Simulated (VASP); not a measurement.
Input of a VASP 6.6.1 run:

POSCAR

```
Al2O3
1.0
    2.6535789524      0.0000000000      0.0000000000
   -1.3267894762      2.2980667837      0.0000000000
    0.0000000000      0.0000000000      9.3367544600
Al O
2 3
Direct
    0.0000000000      0.0000000000      0.1499923300
    0.0000000000      0.0000000000      0.8500076700
    0.3333333333      0.6666666667      0.2223169200
    0.6666666667      0.3333333333      0.0000000000
    0.3333333333      0.6666666667      0.7776830800
```

File INCAR.step1:

```
SYSTEM = Al2O3
ALGO = Normal ; EDIFF = 1E-4
ENCUT = 520 ; GGA = PE
ISMEAR = 0 ; LASPH = .TRUE.
LCHARG = .FALSE. ; LREAL = .FALSE.
LWAVE = .TRUE. ; NBANDS = 20
NELM = 100 ; PREC = Accurate
SIGMA = 0.05
```

The input INCAR.step2:

```
SYSTEM = Al2O3
ALGO = Normal ; EDIFF = 1E-6
ENCUT = 520 ; ISIF = 2
ISMEAR = 0 ; ISTART = 1
LASPH = .TRUE. ; LCHARG = .FALSE.
LMIXTAU = .TRUE. ; LREAL = .FALSE.
LWAVE = .FALSE. ; METAGGA = R2SCAN
NBANDS = 20 ; NELM = 100
PREC = Accurate ; SIGMA = 0.05
```

File KPOINTS:

```
k-points
0
G
  12 12 4
  0 0 0
```

Potentials or basis: VASP PAW PBE potentials, release 64 (Al, O).

Run with:

```sh
$ cat potpaw_PBE.64/Al/POTCAR potpaw_PBE.64/O/POTCAR > POTCAR
$ cp INCAR.step1 INCAR
$ mpirun -np 1 vasp_std > vasp.out
$ cp INCAR.step2 INCAR
$ mpirun -np 1 vasp_std > vasp.out
```

**Question.** Estimate the band gap on the k mesh.

**Answer.** 7.81 eV.

**Question.** What does it give for the largest force?

**Answer.** 2.415 eV/Å.

Forces on the atoms (eV/Å):
```
Al   0.000  0.000 -2.415
Al   0.000  0.000  2.415
O    0.000  0.000  2.149
O    0.000  0.000  0.000
O    0.000  0.000 -2.149
```

Caveat: the cell differs from its parent crystal (strain -0.080 along x and y, +0.000 along z); the PAW data sets were made with another functional, which shifts forces and pressure a little. A k mesh can miss the band edges.
